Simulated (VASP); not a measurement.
Write the native input for VASP 6.6.1 that does the following.

- Task: single point
- Functional: r2SCAN
- Potentials or basis: VASP PAW PBE potentials, release 64 (Al, Ga_d, N_h)
- Cutoff: 1460 eV
- k mesh: 8 × 8 × 6
- Occupations: gaussian, width 0.05 eV
- Spin: no spin polarisation
- Dipole correction: no
- Further INCAR settings: ALGO = Normal; EDIFF = 1e-06; NBANDS = 21

Crystal: AlGaN2.

```
Al Ga N
1.0
     3.04665    0.00000    0.00000
     0.00000    3.04665    0.00000
     0.00000    0.00000    4.35748
Al Ga N
1 1 2
Direct
  0.50000 0.50000 0.50000
  0.00000 0.00000 0.00000
  0.50000 0.00000 0.73826
  0.00000 0.50000 0.26174
```

This cell differs from its parent crystal: strain -0.030 along x and y, -0.015 along z.

One way to write it, as run:

POSCAR

```
AlGaN2
1.0
    3.0466507372      0.0000000000      0.0000000000
    0.0000000000      3.0466507372      0.0000000000
    0.0000000000      0.0000000000      4.3574803709
Al Ga N
1 1 2
Direct
    0.5000000000      0.5000000000      0.5000000000
    0.0000000000      0.0000000000      0.0000000000
    0.5000000000      0.0000000000      0.7382648100
    0.0000000000      0.5000000000      0.2617351900
```

INCAR.step1

```
SYSTEM = AlGaN2
PREC = Accurate ; ENCUT = 1460
ISMEAR = 0 ; SIGMA = 0.05
LREAL = .False. ; LASPH = .True.
NELM = 120 ; NBANDS = 21
GGA = PE ; ALGO = Normal
EDIFF = 1E-5 ; LWAVE = .True.
LCHARG = .False. ; GGA_COMPAT = .False.
```

INCAR.step2

```
SYSTEM = AlGaN2
PREC = Accurate ; ENCUT = 1460
EDIFF = 1E-6 ; ISMEAR = 0
SIGMA = 0.05 ; LREAL = .False.
LASPH = .True. ; NELM = 120
ALGO = Normal ; ISIF = 2
LWAVE = .False. ; LCHARG = .False.
METAGGA = R2SCAN ; LMIXTAU = .True.
NBANDS = 21 ; ISTART = 1
GGA_COMPAT = .False.
```

KPOINTS

```
regular mesh
0
Gamma
  8 8 6
  0 0 0
```

Potentials or basis: VASP PAW PBE potentials, release 64 (Al, Ga_d, N_h).

Command:

```console
$ cat potpaw_PBE.64/Al/POTCAR potpaw_PBE.64/Ga_d/POTCAR potpaw_PBE.64/N_h/POTCAR > POTCAR
$ cp INCAR.step1 INCAR
$ mpirun -np 1 vasp_std > vasp.out
$ cp INCAR.step2 INCAR
$ mpirun -np 1 vasp_std > vasp.out
```

Results of the run:

```json
{"Pressure": "18.0 GPa", "Largest force": "0.016 eV/Å", "Band gap on the k mesh": "3.83 eV (least direct gap 3.93 eV)"}
```

Caveat: the cell differs from its parent crystal (strain -0.030 along x and y, -0.015 along z); the cell stands under pressure; the PAW data sets were made with another functional, which shifts forces and pressure a little.

Run time: 9.5 min on 1 thread of Intel(R) Xeon(R) Platinum 8259CL CPU @ 2.50GHz (Skylake/Cascade Lake) (shared host), peak memory 0.49 GiB.
